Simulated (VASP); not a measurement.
# Al (Fm-3m) in VASP: further runs

Al is run at these levels: LDA; tasks: single point.

All numbers are computed with VASP 6.6.1; they aren't measurements. Logs are shortened: lines on timing, memory, paths and dates and some standing lists are left out, and cuts for length are marked.

## 1. The cell of the first run

Symmetry: Fm-3m, No. 225, cubic system. The conventional cell has a = 3.570 Å, b = 3.570 Å, c = 3.570 Å, α = 90.00°, β = 90.00°, γ = 90.00°. Al (site symmetry m-3m) has 12 Al at 2.52 Å within 3.3 Å.

## 2. Single point, LDA (volume scaled by 0.72)

INCAR reads:

```
ALGO     = Normal         # electronic algorithm
EDIFF    = 1E-6           # SCF threshold, eV
ENCUT    = 520            # plane-wave cutoff, eV
GGA      = CA             # functional
ISIF     = 2              # what is computed and relaxed
ISMEAR   = -1             # smearing method
LASPH    = True           # aspherical terms in the spheres
LCHARG   = False          # write CHGCAR
LREAL    = False          # projectors in reciprocal space
LWAVE    = False          # write WAVECAR
NBANDS   = 8              # bands
NELM     = 100            # most SCF steps
PREC     = Accurate       # precision mode
SIGMA    = 0.05           # smearing width, eV
```

KPOINTS reads:

```
k-points
0
Gamma
  18 18 18
```

POSCAR reads:

```
Al
1.0
    0.0000000000      1.7851935855      1.7851935855
    1.7851935855      0.0000000000      1.7851935855
    1.7851935855      1.7851935855      0.0000000000
Al
1
Direct
    0.0000000000      0.0000000000      0.0000000000
```

Potentials or basis: VASP PAW LDA potentials, release 64 (Al).

The run is started by

```
$ cat potpaw_LDA.64/Al/POTCAR > POTCAR
$ mpirun -np 1 vasp_std > vasp.out
```

OUTCAR:

```text
EDIFF = 1E-6
   ENCUT = 520
   GGA = CA
   ISIF = 2
   ISMEAR = -1
   LASPH = True
   LREAL = False
   NELM = 100
   PREC = Accurate

 ion  position               nearest neighbor table
   1  0.000  0.000  0.000-

  LATTYP: Found a face centered cubic cell.
 ALAT       =     3.5703871710

  Lattice vectors:

 A1 = (   0.0000000000,   1.7851935855,   1.7851935855)
 A2 = (   1.7851935855,   0.0000000000,   1.7851935855)
 A3 = (   1.7851935855,   1.7851935855,   0.0000000000)

Analysis of symmetry for initial positions (statically):
=====================================================================
 Subroutine PRICEL returns:
 Original cell was already a primitive cell.

 Routine SETGRP: Setting up the symmetry group for a
 face centered cubic supercell.

 Subroutine GETGRP returns: Found 48 space group operations
 (whereof 48 operations were pure point group operations)
 out of a pool of 48 trial point group operations.

The static configuration has the point symmetry O_h .

Analysis of symmetry for dynamics (positions and initial velocities):
=====================================================================
 Subroutine PRICEL returns:
 Original cell was already a primitive cell.

 Routine SETGRP: Setting up the symmetry group for a
 face centered cubic supercell.

 Subroutine GETGRP returns: Found 48 space group operations
 (whereof 48 operations were pure point group operations)
 out of a pool of 48 trial point group operations.

The dynamic configuration has the point symmetry O_h .

 Subroutine INISYM returns: Found 48 space group operations
 (whereof 48 operations are pure point group operations),
 and found     1 'primitive' translations

----------------------------------------------------------------------------------------

                                     Primitive cell

  volume of cell :      11.3785

  direct lattice vectors                    reciprocal lattice vectors
     0.000000000  1.785193586  1.785193586    -0.280081670  0.280081670  0.280081670
     1.785193586  0.000000000  1.785193586     0.280081670 -0.280081670  0.280081670
     1.785193586  1.785193586  0.000000000     0.280081670  0.280081670 -0.280081670

  length of vectors
     2.524644980  2.524644980  2.524644980     0.485115682  0.485115682  0.485115682

  position of ions in fractional coordinates (direct lattice)
     0.000000000  0.000000000  0.000000000

  ion indices of the primitive-cell ions
   primitive index   ion index
                 1           1

----------------------------------------------------------------------------------------

 KPOINTS: k-points

Automatic generation of k-mesh.
 Grid dimensions read from file:
 generate k-points for:   18   18   18

 Generating k-lattice:

  Cartesian coordinates                     Fractional coordinates (reciprocal lattice)
    -0.015560093  0.015560093  0.015560093     0.055555556  0.000000000  0.000000000
     0.015560093 -0.015560093  0.015560093     0.000000000  0.055555556  0.000000000
     0.015560093  0.015560093 -0.015560093     0.000000000  0.000000000  0.055555556

  Length of vectors
     0.026950871  0.026950871  0.026950871

  Shift w.r.t. Gamma in fractional coordinates (k-lattice)
     0.000000000  0.000000000  0.000000000

 Subroutine IBZKPT returns following result:
 ===========================================

 Found    195 irreducible k-points:

 Following reciprocal coordinates:
            Coordinates               Weight
  0.000000  0.000000  0.000000      1.000000
  0.055556  0.000000  0.000000      8.000000
  0.111111  0.000000  0.000000      8.000000
  0.166667  0.000000  0.000000      8.000000
  0.222222  0.000000  0.000000      8.000000
  0.277778  0.000000  0.000000      8.000000
[... 16 lines left out ...]
 -0.277778  0.055556  0.000000     24.000000
 -0.222222  0.055556  0.000000     24.000000
 [... further k-points ...]
   k-points           NKPTS =    195   k-points in BZ     NKDIM =    195   number of bands    NBANDS=      8
   number of dos      NEDOS =    301   number of ions     NIONS =      1
   total plane-waves  NPLWV =   8000
   dimension x,y,z NGX =    20 NGY =   20 NGZ =   20
   dimension x,y,z NGXF=    40 NGYF=   40 NGZF=   40
   ions per type =               1
   NGX,Y,Z   is equivalent  to a cutoff of  13.17, 13.17, 13.17 a.u.
   NGXF,Y,Z  is equivalent  to a cutoff of  26.34, 26.34, 26.34 a.u.
 SYSTEM =  unknown system
   PREC   = accura    normal or accurate (medium, high low for compatibility)
   ISTART =      0    job   : 0-new  1-cont  2-samecut
   ICHARG =      2    charge: 1-file 2-atom 10-const
   ISPIN  =      1    spin polarized calculation?
   LNONCOLLINEAR =      F non collinear calculations
   LSORBIT =      F    spin-orbit coupling
   LASPH  =      T    aspherical Exc in radial PAW
   ENCUT  =  520.0 eV  38.22 Ry    6.18 a.u.   4.69  4.69  4.69*2*pi/ulx,y,z
   NELM   =    100;   NELMIN=  2; NELMDL= -5     # of ELM steps
   EDIFF  = 0.1E-05   stopping-criterion for ELM
   LREAL  =      F    real-space projection
   EDIFFG = 0.1E-04   stopping-criterion for IOM
   NSW    =      0    number of steps for IOM
   IBRION =     -1    ionic relax: 0-MD 1-quasi-New 2-CG
   NFREE  =      0    steps in history (QN), initial steepest desc. (CG)
   ISIF   =      2    stress and relaxation
   ISYM   =      2    0-nonsym 1-usesym 2-fastsym
   POTIM  = 0.5000    time-step for ionic-motion
   TEBEG  =    0.0;   TEEND  =   0.0 temperature during run
   PSTRESS=    0.0 pullay stress
   NELECT =       3.0000    total number of electrons
   NUPDOWN=      -1.0000    fix difference up-down
   EMIN   =  10.00;   EMAX   =-10.00  energy-range for DOS
   EFERMI =   0.00;   METHOD = LEGACY
   ISMEAR =    -1;   SIGMA  =   0.05  broadening in eV -4-tet -1-fermi 0-gaus
   EFERMI_NEDOS =   21; number of points for ismear=-14 and -15
   IALGO  =     38    algorithm
   IMIX   =      4    mixing-type and parameters
     AMIX     =   0.40;   BMIX     =  1.00
     AMIX_MAG =   1.60;   BMIX_MAG =  1.00
  volume/ion in A,a.u.               =      11.38        76.79
  Fermi-wavevector in a.u.,A,eV,Ry     =   1.049752  1.983743 14.993330  1.101979
  Thomas-Fermi vector in A             =   2.184727
   LORBIT       =      0    0 simple, 1 ext, 2 COOP (PROOUT), +10 PAW based schemes
   GGA     = CA    functional components
   LHFCALC =     F    Hartree Fock is set to
   AEXX    =    0.0000 exact exchange contribution
   IVDW    =     0    specifies the selected vdW correction
   LEPSILON=     F    determine dielectric tensor
   LRPA    =     F    only Hartree local field effects (RPA)
 non-spin polarized calculation
  energy-cutoff  :      520.00
  volume of cell :       11.38
 maximum number of plane-waves:       331
   NGX =  9   NGY =  9   NGZ =  9

 number of electron       3.0000000 magnetization

 Free energy of the ion-electron system (eV)
  ---------------------------------------------------
  ext. energy  EPLUGINS =         0.00000000
  ---------------------------------------------------
  free energy    TOTEN  =        -3.59712038 eV

  energy without entropy =       -3.59460317  energy(sigma->0) =       -3.59586178

 E-fermi :  12.1782     XC(G=0): -11.7951

 val. band max:       12.1198644076   @ k =   0.5000   0.4444   0.0556
 cond. band min:      12.1944755525   @ k =  -0.3333   0.0556   0.0000
 fundamental gap:      0.0746111450
 Fermi energy:        12.1781557732

 k-point     1 :       0.0000    0.0000    0.0000
  band No.  band energies     occupation
      1      -1.6528      2.00000
      2      27.0333      0.00000
      3      27.0333      0.00000
      4      27.0333      0.00000
      5      31.6905      0.00000
      6      31.6905      0.00000
      7      31.6905      0.00000
      8      31.8277      0.00000

 k-point     2 :       0.0556    0.0000    0.0000
  band No.  band energies     occupation
      1      -1.5459      2.00000
      2      25.5734      0.00000
      3      26.9028      0.00000
      4      26.9028      0.00000
      5      31.6066      0.00000
      6      31.9783      0.00000
      7      31.9783      0.00000
      8      33.2712      0.00000

 k-point     3 :       0.1111    0.0000    0.0000
  band No.  band energies     occupation
      1      -1.2261      2.00000
      2      23.0068      0.00000
      3      26.5935      0.00000
      4      26.5935      0.00000
      5      31.2701      0.00000
      6      32.7353      0.00000
      7      32.7353      0.00000
      8      34.2072      0.00000

 k-point     4 :       0.1667    0.0000    0.0000
  band No.  band energies     occupation
      1      -0.6955      2.00000
      2      20.3268      0.00000
      3      26.2415      0.00000
      4      26.2415      0.00000
      5      30.8550      0.00000
      6      32.7469      0.00000
      7      32.7469      0.00000
      8      34.0343      0.00000

 k-point     5 :       0.2222    0.0000    0.0000
  band No.  band energies     occupation
      1       0.0422      2.00000
      2      17.7126      0.00000
      3      25.9317      0.00000
      4      25.9317      0.00000
      5      30.4753      0.00000
      6      31.5335      0.00000
      7      31.5335      0.00000
      8      35.4002      0.00000
[... 177 lines left out ...]
 k-point    22 :      -0.3333    0.0556    0.0000
  band No.  band energies     occupation
      1       2.6280      2.00000
      2      12.1945      0.83824
      3      23.6166      0.00000
      4      26.3210      0.00000
      5      28.5269      0.00000
      6      29.5237      0.00000
      7      31.0702      0.00000
      8      35.2349      0.00000

 k-point    23 :      -0.2778    0.0556    0.0000
  band No.  band energies     occupation
      1       1.4310      2.00000
      2      14.4865      0.00000
      3      23.6887      0.00000
      4      26.7694      0.00000
      5      29.0230      0.00000
      6      30.3873      0.00000
      7      31.2227      0.00000
      8      36.1404      0.00000

 k-point    24 :      -0.2222    0.0556    0.0000
  band No.  band energies     occupation
      1       0.4263      2.00000
      2      16.9215      0.00000
      3      23.9089      0.00000
      4      27.0969      0.00000
      5      29.8923      0.00000
      6      31.0378      0.00000
      7      31.8633      0.00000
      8      34.7821      0.00000

 [... further k-points ...]
[... 5 lines left out ...]
  --------------------------------------------------------------------------------------
  -------------------------------------------------------------------------------------
  Total        4.0910333      4.0910333      4.0910333      0.0000000     -0.0000000      0.0000000
  in kB      576.0466348    576.0466348    576.0466348      0.0000000     -0.0000000      0.0000000
  external PRESSURE =     576.0466348 kB  Pullay stress =       0.0000000 kB

 VOLUME and BASIS-vectors are now :
 -----------------------------------------------------------------------------
  energy-cutoff  :      520.00
  volume of cell :       11.38
      direct lattice vectors                 reciprocal lattice vectors
     0.000000000  1.785193586  1.785193586    -0.280081670  0.280081670  0.280081670
     1.785193586  0.000000000  1.785193586     0.280081670 -0.280081670  0.280081670
     1.785193586  1.785193586  0.000000000     0.280081670  0.280081670 -0.280081670

 POSITION                                       TOTAL-FORCE (eV/Angst)
 -----------------------------------------------------------------------------------
      0.00000      0.00000      0.00000         0.000000      0.000000      0.000000
 -----------------------------------------------------------------------------------
    total drift:                               -0.000000     -0.000000     -0.000000

  FREE ENERGIE OF THE ION-ELECTRON SYSTEM (eV)
  ---------------------------------------------------
  free  energy   TOTEN  =        -3.5971203819 eV

  energy  without entropy=       -3.5946031698  energy(sigma->0) =       -3.59586178
```

Run time: 27 s. Hardware: 1 thread of Intel Xeon 8259CL, shared host; peak memory 0.09 GiB.

What came out:

* Free energy: -3.5971 eV
* Pressure: 57.6 GPa

Levels at points of the mesh, in eV from the Fermi level:
| k point | band 1 | band 2 | band 3 | band 4 | band 5 | band 6 |
| --- | --- | --- | --- | --- | --- | --- |
| (0.00, 0.00, 0.00) | -13.83 | 14.86 | 14.86 | 14.86 | 19.51 | 19.51 |
| (0.50, 0.00, 0.00) | -6.05 | -4.89 | 13.33 | 13.33 | 15.94 | 15.94 |
| (0.50, 0.50, 0.00) | -3.71 | -1.86 | 5.36 | 7.68 | 7.68 | 13.51 |

## 3. Single point, LDA (volume scaled by 0.72)

INCAR reads:

```
SYSTEM = Al
PREC = Accurate ; ENCUT = 520
EDIFF = 1E-6 ; ISMEAR = -1
SIGMA = 0.05 ; LREAL = .False.
LASPH = .True. ; NELM = 80
ALGO = Normal ; ISIF = 2
LWAVE = .False. ; LCHARG = .False.
GGA = CA ; NBANDS = 8
```

KPOINTS reads:

```
regular mesh
0
Gamma
  18 18 18
  0 0 0
```

POSCAR is that of step 2.

Potentials or basis: VASP PAW LDA potentials, release 64 (Al).

The run is started by

```
$ cat potpaw_LDA.64/Al/POTCAR > POTCAR
$ mpirun -np 1 vasp_std > vasp.out
```

Run time: 20 s. Hardware: 1 thread of Intel Xeon 8259CL, shared host; peak memory 0.09 GiB.

The run converged. Its results:

- Free energy: -3.5971 eV
- Pressure: 57.6 GPa

Levels at points of the mesh, in eV from the Fermi level:
| k point | band 1 | band 2 | band 3 | band 4 | band 5 |
| --- | --- | --- | --- | --- | --- |
| (0.00, 0.00, 0.00) | -13.83 | 14.86 | 14.86 | 14.86 | 19.51 |
| (0.50, 0.00, 0.00) | -6.05 | -4.89 | 13.33 | 13.33 | 15.94 |
| (0.50, 0.50, 0.00) | -3.71 | -1.86 | 5.36 | 7.68 | 7.68 |

(Part 1 of 2 ends here.)
